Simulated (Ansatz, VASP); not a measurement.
**One calculation of AlH2, two programs**

```
Al H
1.0
     4.87286    0.00000    0.00000
     0.00000    4.87286    0.00000
     0.00000    0.00000    7.79742
Al H
6 12
Direct
  0.00000 0.00000 0.25000
  0.00000 0.00000 0.75000
  0.65668 0.23682 0.50000
  0.34332 0.76318 0.50000
  0.76318 0.65668 0.00000
  0.23682 0.34332 0.00000
  0.81394 0.11140 0.41876
  0.18606 0.88860 0.41876
  0.88860 0.81394 0.08124
  0.11140 0.18606 0.08124
  0.81394 0.11140 0.58124
  0.18606 0.88860 0.58124
  0.88860 0.81394 0.91876
  0.11140 0.18606 0.91876
  0.50000 0.00000 0.50000
  0.50000 0.50000 0.50000
  0.50000 0.50000 0.00000
  0.00000 0.50000 0.00000
```

Alike in both runs: task single point; functional PBE; k mesh 4 × 4 × 2; occupations gaussian, width 0.1 eV; no spin polarisation.

|  | VASP | Ansatz |
| --- | --- | --- |
| version | VASP 6.6.1 | Ansatz 0.2.0 |
| potentials or method | VASP PAW PBE potentials, release 64 (Al, H), cutoff 520 eV | scalar-relativistic, plane waves, PAW |
| valence electrons in the cell | 30 | 30 |

Ansatz gave:

| Quantity | Value |
| --- | --- |
| gap on the k mesh at the Fermi level (eV) | none |
| rms of the force components (eV/Å) | 7.673 |

Task: Estimate VASP's values.

Result: gap on the k mesh at the Fermi level (eV): none; rms of the force components (eV/Å): 7.588.

Atom by atom the forces differ by 0.087 eV/Å (rms over components). A gap of «none» marks a metal or a gap that the smearing closes.

The k mesh is coarse, so the values compare programs but aren't converged.
